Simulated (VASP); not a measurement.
Write the native input for VASP 6.6.1 that does the following.

```yaml
Task: relaxation of cell and atoms
Functional: PBE
Potentials_or_basis: VASP PAW PBE potentials, release 64 (Hf_pv, O)
Cutoff: 600 eV
k_mesh: 6 × 6 × 4
Occupations: gaussian, width 0.01 eV
Spin: no spin polarisation
Dipole_correction: no
Further_INCAR_settings: ALGO = Normal; EDIFF = 1e-06; IBRION = 2; EDIFFG = -0.01; NSW = 80; ISIF = 3
```

The structure of HfO2 lies in POSCAR:

```
HfO2
1.0
    3.5580190000      0.0000000000      0.0000000000
    0.0000000000      3.5580190000      0.0000000000
    0.0000000000      0.0000000000      5.1718610000
Hf O
2 4
Direct
    0.5000000000      0.5000000000      0.5000000000
    0.0000000000      0.0000000000      0.0000000000
    0.0000000000      0.5000000000      0.6972080000
    0.5000000000      0.0000000000      0.8027920000
    0.5000000000      0.0000000000      0.3027920000
    0.0000000000      0.5000000000      0.1972080000
```

The input as run:

INCAR

```
ALGO = Normal ; EDIFF = 1E-6
EDIFFG = -0.01 ; ENCUT = 600
GGA = PE ; IBRION = 2
ISIF = 3 ; ISMEAR = 0
LASPH = T ; LCHARG = F
LREAL = F ; LWAVE = F
NELM = 60 ; NSW = 80
PREC = Accurate ; SIGMA = 0.01
```

KPOINTS

```
k-points
0
Gamma
  6 6 4
```

Potentials or basis: VASP PAW PBE potentials, release 64 (Hf_pv, O).

Command:

```console
$ cat potpaw_PBE.64/Hf_pv/POTCAR potpaw_PBE.64/O/POTCAR > POTCAR
$ mpirun -np 1 vasp_std > vasp.out
```

Results of the run:

The relaxed volume is 11.22 Å³/atom and the relaxed cell is a = 3.588 Å, b = 3.588 Å, c = 5.227 Å, α = 90.00°, β = 90.00°, γ = 90.00°. The space group after relaxing (to 0.1 Å) is P4_2/nmc (No. 137) and the energy gained by relaxing is 5.3 meV/atom. The ionic steps are 11, the pressure after relaxing is -0.1 GPa and the largest force after relaxing is 0.004 eV/Å. The band gap on the k mesh is 4.68 eV (least direct gap 4.76 eV).

Caveat: spin-orbit coupling is left out, which moves the levels of the heavy elements.

Wall time 4.4 min on 1 thread of Intel(R) Xeon(R) Platinum 8488C (Sapphire Rapids) (shared host), peak memory 0.21 GiB.
